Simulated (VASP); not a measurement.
# Pd (Fm-3m) in VASP: notebook

Pd is run at these levels: LDA, PBE+D3(BJ), revPBE, BLYP+D3(BJ); tasks: single point.

All numbers are computed with VASP 6.6.1; they aren't measurements. Logs are shortened: lines on timing, memory, paths and dates and some standing lists are left out, and cuts for length are marked.

### Step 1. The cell of the first run

Symmetry: Fm-3m, No. 225, cubic system. The conventional cell has a = 3.814 Å, b = 3.814 Å, c = 3.814 Å, α = 90.00°, β = 90.00°, γ = 90.00°. Pd (site symmetry m-3m) has 12 Pd at 2.70 Å within 3.6 Å.

### Step 2. Single point, LDA

File INCAR:

```
  ALGO = Normal
  EDIFF = 1E-6
  ENCUT = 520
  ISIF = 2
  ISMEAR = -1
  LASPH = True
  LCHARG = False
  LREAL = False
  LWAVE = False
  NBANDS = 11
  NELM = 100
  PREC = Accurate
  SIGMA = 0.05
```

File KPOINTS:

```
k-points
0
Gamma
  12 12 12
```

File POSCAR:

```
Pd
1.0
    0.0000000000      1.9067643606      1.9067643606
    1.9067643606      0.0000000000      1.9067643606
    1.9067643606      1.9067643606      0.0000000000
Pd
1
Direct
    0.0000000000      0.0000000000      0.0000000000
```

Potentials or basis: VASP PAW LDA potentials, release 64 (Pd).

Launch:

```sh
cat potpaw_LDA.64/Pd/POTCAR > POTCAR
mpirun -np 1 vasp_std > vasp.out
```

OUTCAR:

```text
EDIFF = 1E-6
   ENCUT = 520
   ISIF = 2
   ISMEAR = -1
   LASPH = True
   LREAL = False
   NELM = 100
   PREC = Accurate

 ion  position               nearest neighbor table
   1  0.000  0.000  0.000-

  LATTYP: Found a face centered cubic cell.
 ALAT       =     3.8135287212

  Lattice vectors:

 A1 = (   0.0000000000,   1.9067643606,   1.9067643606)
 A2 = (   1.9067643606,   0.0000000000,   1.9067643606)
 A3 = (   1.9067643606,   1.9067643606,   0.0000000000)

Analysis of symmetry for initial positions (statically):
[... 33 lines left out ...]
                                     Primitive cell

  volume of cell :      13.8650

  direct lattice vectors                    reciprocal lattice vectors
     0.000000000  1.906764361  1.906764361    -0.262224326  0.262224326  0.262224326
     1.906764361  0.000000000  1.906764361     0.262224326 -0.262224326  0.262224326
     1.906764361  1.906764361  0.000000000     0.262224326  0.262224326 -0.262224326

  length of vectors
     2.696572019  2.696572019  2.696572019     0.454185856  0.454185856  0.454185856

  position of ions in fractional coordinates (direct lattice)
     0.000000000  0.000000000  0.000000000

  ion indices of the primitive-cell ions
   primitive index   ion index
                 1           1

----------------------------------------------------------------------------------------

 KPOINTS: k-points

Automatic generation of k-mesh.
 Grid dimensions read from file:
 generate k-points for:   12   12   12

 Generating k-lattice:

  Cartesian coordinates                     Fractional coordinates (reciprocal lattice)
    -0.021852027  0.021852027  0.021852027     0.083333333  0.000000000  0.000000000
     0.021852027 -0.021852027  0.021852027     0.000000000  0.083333333  0.000000000
     0.021852027  0.021852027 -0.021852027     0.000000000  0.000000000  0.083333333

  Length of vectors
     0.037848821  0.037848821  0.037848821

  Shift w.r.t. Gamma in fractional coordinates (k-lattice)
     0.000000000  0.000000000  0.000000000

 Subroutine IBZKPT returns following result:
 ===========================================

 Found     72 irreducible k-points:

 Following reciprocal coordinates:
            Coordinates               Weight
  0.000000  0.000000  0.000000      1.000000
  0.083333  0.000000  0.000000      8.000000
  0.166667  0.000000  0.000000      8.000000
  0.250000  0.000000  0.000000      8.000000
  0.333333  0.000000  0.000000      8.000000
  0.416667  0.000000  0.000000      8.000000
[... 35 lines left out ...]
   ENCUT  =  520.0 eV  38.22 Ry    6.18 a.u.   5.01  5.01  5.01*2*pi/ulx,y,z
   NELM   =    100;   NELMIN=  2; NELMDL= -5     # of ELM steps
   EDIFF  = 0.1E-05   stopping-criterion for ELM
   LREAL  =      F    real-space projection
   EDIFFG = 0.1E-04   stopping-criterion for IOM
   NSW    =      0    number of steps for IOM
   IBRION =     -1    ionic relax: 0-MD 1-quasi-New 2-CG
   NFREE  =      0    steps in history (QN), initial steepest desc. (CG)
   ISIF   =      2    stress and relaxation
   ISYM   =      2    0-nonsym 1-usesym 2-fastsym
   POTIM  = 0.5000    time-step for ionic-motion
   TEBEG  =    0.0;   TEEND  =   0.0 temperature during run
   PSTRESS=    0.0 pullay stress
   NELECT =      10.0000    total number of electrons
   NUPDOWN=      -1.0000    fix difference up-down
   EMIN   =  10.00;   EMAX   =-10.00  energy-range for DOS
   EFERMI =   0.00;   METHOD = LEGACY
   ISMEAR =    -1;   SIGMA  =   0.05  broadening in eV -4-tet -1-fermi 0-gaus
   EFERMI_NEDOS =   21; number of points for ismear=-14 and -15
   IALGO  =     38    algorithm
   IMIX   =      4    mixing-type and parameters
     AMIX     =   0.40;   BMIX     =  1.00
     AMIX_MAG =   1.60;   BMIX_MAG =  1.00
  volume/ion in A,a.u.               =      13.87        93.57
  Fermi-wavevector in a.u.,A,eV,Ry     =   1.468141  2.774384 29.326520  2.155438
  Thomas-Fermi vector in A             =   2.583674
   LORBIT       =      0    0 simple, 1 ext, 2 COOP (PROOUT), +10 PAW based schemes
   GGA     = CA    functional components
   LHFCALC =     F    Hartree Fock is set to
   AEXX    =    0.0000 exact exchange contribution
   IVDW    =     0    specifies the selected vdW correction
   LEPSILON=     F    determine dielectric tensor
   LRPA    =     F    only Hartree local field effects (RPA)
 non-spin polarized calculation
  energy-cutoff  :      520.00
  volume of cell :       13.87
 maximum number of plane-waves:       388
   NGX =  9   NGY =  9   NGZ =  9

 number of electron      10.0000003 magnetization

 Free energy of the ion-electron system (eV)
  ---------------------------------------------------
  ext. energy  EPLUGINS =         0.00000000
  ---------------------------------------------------
  free energy    TOTEN  =        -6.50546501 eV

  energy without entropy =       -6.48758107  energy(sigma->0) =       -6.49652304

 E-fermi :  10.6618     XC(G=0): -13.9007

 val. band max:       10.6615086387   @ k =   0.4167   0.2500   0.0000
 cond. band min:      10.6623748508   @ k =   0.5000   0.4167   0.0833
 fundamental gap:      0.0008662121
 Fermi energy:        10.6617975524

 k-point     1 :       0.0000    0.0000    0.0000
  band No.  band energies     occupation
      1       2.9624      2.00000
      2       7.5094      2.00000
      3       7.5094      2.00000
      4       7.5094      2.00000
      5       9.3297      2.00000
      6       9.3297      2.00000
      7      27.8249      0.00000
      8      32.9057      0.00000
      9      32.9057      0.00000
     10      32.9057      0.00000
     11      36.1884      0.00000
[... 309 lines left out ...]
 k-point    24 :      -0.4167    0.1667    0.0000
  band No.  band energies     occupation
      1       5.4837      2.00000
      2       6.9825      2.00000
      3       8.0592      2.00000
      4       8.5013      2.00000
      5      10.4064      1.98798
      6      14.3966      0.00000
      7      18.6762      0.00000
      8      26.8983      0.00000
      9      29.8793      0.00000
     10      31.1277      0.00000
     11      36.2309      0.00000

 [... further k-points ...]
[... 5 lines left out ...]
  --------------------------------------------------------------------------------------
  -------------------------------------------------------------------------------------
  Total        0.4217772      0.4217772      0.4217772     -0.0000000      0.0000000      0.0000000
  in kB       48.7385525     48.7385525     48.7385525     -0.0000000      0.0000000      0.0000000
  external PRESSURE =      48.7385525 kB  Pullay stress =       0.0000000 kB

 VOLUME and BASIS-vectors are now :
 -----------------------------------------------------------------------------
  energy-cutoff  :      520.00
  volume of cell :       13.87
      direct lattice vectors                 reciprocal lattice vectors
     0.000000000  1.906764361  1.906764361    -0.262224326  0.262224326  0.262224326
     1.906764361  0.000000000  1.906764361     0.262224326 -0.262224326  0.262224326
     1.906764361  1.906764361  0.000000000     0.262224326  0.262224326 -0.262224326

 POSITION                                       TOTAL-FORCE (eV/Angst)
 -----------------------------------------------------------------------------------
      0.00000      0.00000      0.00000         0.000000     -0.000000      0.000000
 -----------------------------------------------------------------------------------
    total drift:                               -0.000000     -0.000000     -0.000000

  FREE ENERGIE OF THE ION-ELECTRON SYSTEM (eV)
  ---------------------------------------------------
  free  energy   TOTEN  =        -6.5054650104 eV

  energy  without entropy=       -6.4875810707  energy(sigma->0) =       -6.49652304
```

OSZICAR:

```text
N       E                     dE             d eps       ncg     rms          rms(c)
DAV:   1     0.424954217217E+02    0.42495E+02   -0.51500E+03  1616   0.857E+02
DAV:   2    -0.631883020703E+01   -0.48814E+02   -0.46942E+02  1757   0.187E+02
DAV:   3    -0.686112698649E+01   -0.54230E+00   -0.54130E+00  1913   0.212E+01
DAV:   4    -0.686317420248E+01   -0.20472E-02   -0.20469E-02  1944   0.135E+00
DAV:   5    -0.686319091035E+01   -0.16708E-04   -0.16706E-04  2045   0.114E-01    0.969E+00
DAV:   6    -0.652926591993E+01    0.33392E+00   -0.12587E+00  1971   0.921E+00    0.459E+00
DAV:   7    -0.651143663469E+01    0.17829E-01   -0.48057E-02  2153   0.142E+00    0.222E+00
DAV:   8    -0.650551812087E+01    0.59185E-02   -0.29368E-03  1993   0.570E-01    0.141E-01
DAV:   9    -0.650546018013E+01    0.57941E-04   -0.25915E-04  2042   0.141E-01    0.131E-02
DAV:  10    -0.650546514087E+01   -0.49607E-05   -0.34134E-06  2024   0.124E-02    0.111E-02
DAV:  11    -0.650546501042E+01    0.13045E-06   -0.44974E-08  1356   0.184E-03
   1 F= -.65054650E+01 E0= -.64965230E+01  d E =-.178839E-01
```

stdout:

```text
POSCAR found type information on POSCAR Pd
 POSCAR found :  1 types and       1 ions
 scaLAPACK will be used
 LDA part: xc-table for (Slater(with rela. corr.)+CA(PZ))
 , standard interpolation
 POSCAR, INCAR and KPOINTS ok, starting setup
 FFT: planning ... GRIDC
 FFT: planning ... GRID_SOFT
 FFT: planning ... GRID
 WAVECAR not read
 entering main loop
```

It took 6 s on 1 thread of AMD EPYC 7R13 (Zen 3), shared host; peak memory 0.09 GiB.

Results:

* Free energy: -6.5055 eV
* Pressure: 4.9 GPa
* Band gap on the k mesh: zero (band 5 reaches 11.01 eV, above the bottom of band 6 at 9.25 eV)

### Step 3. Single point, PBE+D3(BJ)

File INCAR:

```
ALGO = Normal ; EDIFF = 1E-6
ENCUT = 520 ; GGA = PE
ISIF = 2 ; ISMEAR = -1
IVDW = 12 ; LASPH = True
LCHARG = False ; LREAL = False
LWAVE = False ; NBANDS = 11
NELM = 60 ; PREC = Accurate
SIGMA = 0.05
```

KPOINTS is that of step 2.

POSCAR is that of step 2.

Potentials or basis: VASP PAW PBE potentials, release 64 (Pd).

Launch:

```sh
cat potpaw_PBE.64/Pd/POTCAR > POTCAR
mpirun -np 1 vasp_std > vasp.out
```

OUTCAR:

```text
EDIFF = 1E-6
   ENCUT = 520
   GGA = PE
   ISIF = 2
   ISMEAR = -1
   IVDW = 12
   LASPH = True
   LREAL = False
   NELM = 60
   PREC = Accurate
 IVDW          = 12

 ion  position               nearest neighbor table
   1  0.000  0.000  0.000-

  LATTYP: Found a face centered cubic cell.
 ALAT       =     3.8135287212

  Lattice vectors:

 A1 = (   0.0000000000,   1.9067643606,   1.9067643606)
 A2 = (   1.9067643606,   0.0000000000,   1.9067643606)
 A3 = (   1.9067643606,   1.9067643606,   0.0000000000)

[... 514 lines left out ...]
 [... further k-points ...]

------------------------ aborting loop because EDIFF is reached ----------------------------------------

 Edisp (eV)   -0.71260

 E8    (eV) :    -0.3153

  FORCE on cell =-STRESS in cart. coord.  units (eV):
  Direction    XX          YY          ZZ          XY          YZ          ZX
  --------------------------------------------------------------------------------------
  -------------------------------------------------------------------------------------
  Total       1.10782     1.10782     1.10782     0.00000     0.00000     0.00000
  in kB     128.01418   128.01418   128.01418     0.00000     0.00000     0.00000
  external pressure =      128.01 kB  Pullay stress =        0.00 kB

 VOLUME and BASIS-vectors are now :
 -----------------------------------------------------------------------------
  energy-cutoff  :      520.00
  volume of cell :       13.87
      direct lattice vectors                 reciprocal lattice vectors
     0.000000000  1.906764361  1.906764361    -0.262224326  0.262224326  0.262224326
     1.906764361  0.000000000  1.906764361     0.262224326 -0.262224326  0.262224326
     1.906764361  1.906764361  0.000000000     0.262224326  0.262224326 -0.262224326

 POSITION                                       TOTAL-FORCE (eV/Angst)
 -----------------------------------------------------------------------------------
      0.00000      0.00000      0.00000         0.000000      0.000000     -0.000000
 -----------------------------------------------------------------------------------
    total drift:                               -0.000000     -0.000000     -0.000000

  FREE ENERGIE OF THE ION-ELECTRON SYSTEM (eV)
  ---------------------------------------------------
  free  energy   TOTEN  =        -5.8569202595 eV

  energy  without entropy=       -5.8388977618  energy(sigma->0) =       -5.84790901
```

OSZICAR:

```text
N       E                     dE             d eps       ncg     rms          rms(c)
DAV:   1     0.435577014960E+02    0.43558E+02   -0.51690E+03  1616   0.857E+02
DAV:   2    -0.490031173964E+01   -0.48458E+02   -0.46603E+02  1763   0.187E+02
DAV:   3    -0.543864041219E+01   -0.53833E+00   -0.53739E+00  1910   0.211E+01
DAV:   4    -0.544077245797E+01   -0.21320E-02   -0.21317E-02  1941   0.139E+00
DAV:   5    -0.544079012915E+01   -0.17671E-04   -0.17671E-04  2068   0.117E-01    0.929E+00
DAV:   6    -0.516523845610E+01    0.27555E+00   -0.97632E-01  1965   0.826E+00    0.460E+00
DAV:   7    -0.514884601157E+01    0.16392E-01   -0.47938E-02  2137   0.154E+00    0.216E+00
DAV:   8    -0.514437425823E+01    0.44718E-02   -0.26407E-03  1968   0.489E-01    0.146E-01
DAV:   9    -0.514431244468E+01    0.61814E-04   -0.28014E-04  1972   0.146E-01    0.274E-02
DAV:  10    -0.514431860579E+01   -0.61611E-05   -0.10718E-05  2025   0.293E-02    0.110E-02
DAV:  11    -0.514431756789E+01    0.10379E-05   -0.23958E-07  1349   0.495E-03    0.602E-04
DAV:  12    -0.514431759956E+01   -0.31672E-07   -0.10900E-08  1236   0.906E-04
   1 F= -.58569203E+01 E0= -.58479090E+01  d E =-.180225E-01
```

stdout:

```text
POSCAR found type information on POSCAR Pd
 POSCAR found :  1 types and       1 ions
 scaLAPACK will be used
 LDA part: xc-table for (Slater+PW92), standard interpolation
 POSCAR, INCAR and KPOINTS ok, starting setup
 FFT: planning ... GRIDC
 FFT: planning ... GRID_SOFT
 FFT: planning ... GRID
 WAVECAR not read
 entering main loop
```

It took 6.8 s on 1 thread of AMD EPYC 7R13 (Zen 3), shared host; peak memory 0.11 GiB.

What came out:

| Quantity | Value |
| --- | --- |
| Free energy | -5.8569 eV |
| Pressure | 12.8 GPa |
| Band gap on the k mesh | zero (band 5 reaches 11.18 eV, above the bottom of band 6 at 9.42 eV) |
| Dispersion energy per atom | -0.713 eV |

Levels at points of the mesh, in eV from the Fermi level:
| k point | band 1 | band 2 | band 3 | band 4 | band 5 | band 6 | band 7 | band 8 | band 9 | band 10 |
| --- | --- | --- | --- | --- | --- | --- | --- | --- | --- | --- |
| (0.00, 0.00, 0.00) | -7.59 | -3.11 | -3.11 | -3.11 | -1.33 | -1.33 | 17.24 | 22.38 | 22.38 | 22.38 |
| (0.50, 0.00, 0.00) | -5.77 | -3.17 | -3.17 | 0.00 | 0.00 | 0.92 | 7.87 | 16.62 | 21.75 | 21.75 |
| (0.50, 0.50, 0.00) | -5.92 | -5.61 | -0.03 | 0.35 | 0.35 | 3.38 | 11.47 | 13.59 | 13.59 | 22.53 |

Caveat: pairwise dispersion overbinds metals, which lowers pressure and volume.

### Step 4. Single point, revPBE

File INCAR:

```
PREC = Accurate ; ENCUT = 520
EDIFF = 1E-7 ; ISMEAR = -1
SIGMA = 0.05 ; LREAL = F
LASPH = T ; NELM = 100
ALGO = Normal ; ISIF = 2
LWAVE = F ; LCHARG = F
GGA = RE ; NBANDS = 11
```

File KPOINTS:

```
Automatic mesh
0
Gamma
  12 12 12
```

POSCAR is that of step 3.

Launch:

```sh
cat potpaw_PBE.64/Pd/POTCAR > POTCAR
mpirun -np 1 vasp_std > vasp.out
```

Run time: 6.9 s. Hardware: 1 thread of AMD EPYC 7R13 (Zen 3), shared host; peak memory 0.1 GiB.

Results (log left out):

```yaml
Free_energy: -4.6375 eV
Pressure: 25.0 GPa
Band_gap_on_the_k_mesh: zero (band 5 reaches 11.25 eV, above the bottom of band 6 at 9.49 eV)
```

Levels at points of the mesh, in eV from the Fermi level:
```csv
k point,band 2,band 3,band 4,band 5,band 6,band 7,band 8,band 9
"(0.00, 0.00, 0.00)",-3.11,-3.11,-3.11,-1.33,-1.33,17.24,22.39,22.39
"(0.50, 0.00, 0.00)",-3.16,-3.16,0.00,0.00,0.94,7.89,16.62,21.79
"(0.50, 0.50, 0.00)",-5.60,-0.03,0.35,0.35,3.42,11.49,13.62,13.62
```

Caveat: the PAW data sets were made with another functional, which shifts forces and pressure a little.

### Step 5. Single point, BLYP+D3(BJ)

File INCAR:

```
SYSTEM = Pd
PREC     = Accurate       ! precision mode
ENCUT    = 520            ! plane-wave cutoff, eV
EDIFF    = 1E-6           ! SCF threshold, eV
ISMEAR   = -1             ! smearing method
SIGMA    = 0.05           ! smearing width, eV
LREAL    = .FALSE.        ! projectors in reciprocal space
LASPH    = .TRUE.         ! aspherical terms in the spheres
NELM     = 60             ! most SCF steps
ALGO     = Normal         ! electronic algorithm
ISIF     = 2              ! what is computed and relaxed
LWAVE    = .FALSE.        ! write WAVECAR
LCHARG   = .FALSE.        ! write CHGCAR
GGA      = B5             ! functional
ALDAX    = 1.0          
AGGAX    = 1.0          
AGGAC    = 1.0          
ALDAC    = 0.0          
IVDW     = 12             ! dispersion correction
VDW_S6   = 1.0          
VDW_S8   = 2.6996       
VDW_A1   = 0.4298       
VDW_A2   = 4.2359       
NBANDS   = 11             ! bands
```

File KPOINTS:

```
Automatic mesh
0
G
  12 12 12
  0 0 0
```

POSCAR is that of step 4.

Launch:

```sh
cat potpaw_PBE.64/Pd/POTCAR > POTCAR
mpirun -np 1 vasp_std > vasp.out
```

Wall time 9.5 s (1 thread of AMD EPYC 7R13 (Zen 3), shared host); peak memory 0.11 GiB.

It converged, with:

| Item | Value |
| --- | --- |
| Free energy | -5.7964 eV |
| Pressure | 15.3 GPa |
| Band gap on the k mesh | zero (band 5 reaches 11.72 eV, above the bottom of band 6 at 9.94 eV) |
| Dispersion energy per atom | -1.634 eV |

Levels at points of the mesh, in eV from the Fermi level:
```csv
k point,band 3,band 4,band 5,band 6,band 7,band 8
"(0.00, 0.00, 0.00)",-3.13,-3.13,-1.36,-1.36,17.54,22.51
"(0.50, 0.00, 0.00)",-3.19,-0.01,-0.01,1.17,7.90,16.95
"(0.50, 0.50, 0.00)",-0.05,0.35,0.35,3.58,11.56,13.68
```

Caveat: the PAW data sets were made with another functional, which shifts forces and pressure a little; pairwise dispersion overbinds metals, which lowers pressure and volume.

### Step 6. Single point, LDA

This run uses another cell than the first one, of 14.16 Å³/atom, 1.021 times its volume.

File INCAR:

```
SYSTEM = Pd
PREC     = Accurate       ! precision mode
ENCUT    = 520            ! plane-wave cutoff, eV
EDIFF    = 1E-6           ! SCF threshold, eV
ISMEAR   = -1             ! smearing method
SIGMA    = 0.05           ! smearing width, eV
LREAL    = .FALSE.        ! projectors in reciprocal space
LASPH    = .TRUE.         ! aspherical terms in the spheres
NELM     = 100            ! most SCF steps
ALGO     = Fast           ! electronic algorithm
ISIF     = 2              ! what is computed and relaxed
LWAVE    = .FALSE.        ! write WAVECAR
LCHARG   = .FALSE.        ! write CHGCAR
GGA      = CA             ! functional
NBANDS   = 11             ! bands
```

File KPOINTS:

```
regular mesh
0
G
  12 12 12
  0 0 0
```

File POSCAR:

```
Pd
1.0
    0.0000000000      1.9201927211      1.9201927211
    1.9201927211      0.0000000000      1.9201927211
    1.9201927211      1.9201927211      0.0000000000
Pd
1
Direct
    0.0000000000      0.0000000000      0.0000000000
```

Potentials or basis: VASP PAW LDA potentials, release 64 (Pd).

Launch:

```sh
cat potpaw_LDA.64/Pd/POTCAR > POTCAR
mpirun -np 1 vasp_std > vasp.out
```

Run time: 7.5 s. Hardware: 1 thread of AMD EPYC 7R13 (Zen 3), shared host; peak memory 0.09 GiB.

The run converged. Its results:

```yaml
Free_energy: -6.5099 eV
Pressure: -0.2 GPa
Band_gap_on_the_k_mesh: zero (band 5 reaches 10.62 eV, above the bottom of band 6 at 8.92 eV)
```

Levels at points of the mesh, in eV from the Fermi level:
| k point | band 3 | band 4 | band 5 | band 6 | band 7 | band 8 |
| --- | --- | --- | --- | --- | --- | --- |
| (0.00, 0.00, 0.00) | -3.05 | -3.05 | -1.29 | -1.29 | 17.17 | 22.13 |
| (0.50, 0.00, 0.00) | -3.09 | 0.00 | 0.00 | 0.88 | 7.61 | 16.56 |
| (0.50, 0.50, 0.00) | -0.01 | 0.34 | 0.34 | 3.28 | 11.18 | 13.32 |

### Step 7. The runs side by side

```tsv
level	potentials or basis	cell	gap on the mesh (eV)	pressure (GPa)
LDA	VASP PAW LDA potentials, release 64 (Pd)	a = 2.697 Å, angles 60.0°, 1 atom	none	4.9
PBE+D3(BJ)	VASP PAW PBE potentials, release 64 (Pd)	a = 2.697 Å, angles 60.0°, 1 atom	none	12.8
revPBE	VASP PAW PBE potentials, release 64 (Pd)	a = 2.697 Å, angles 60.0°, 1 atom	none	25.0
BLYP+D3(BJ)	VASP PAW PBE potentials, release 64 (Pd)	a = 2.697 Å, angles 60.0°, 1 atom	none	15.3
LDA	VASP PAW LDA potentials, release 64 (Pd)	a = 2.716 Å, angles 60.0°, 1 atom	none	-0.2
```

Alike in all rows: task single point; no spin polarisation; k mesh 12 × 12 × 12; cutoff (eV) 520; smearing fermi-dirac 0.05 eV.

Caveats: pairwise dispersion overbinds metals, which lowers pressure and volume (some runs); the PAW data sets were made with another functional, which shifts forces and pressure a little (some runs).

Absolute energies hang on the potentials; compare differences alone.
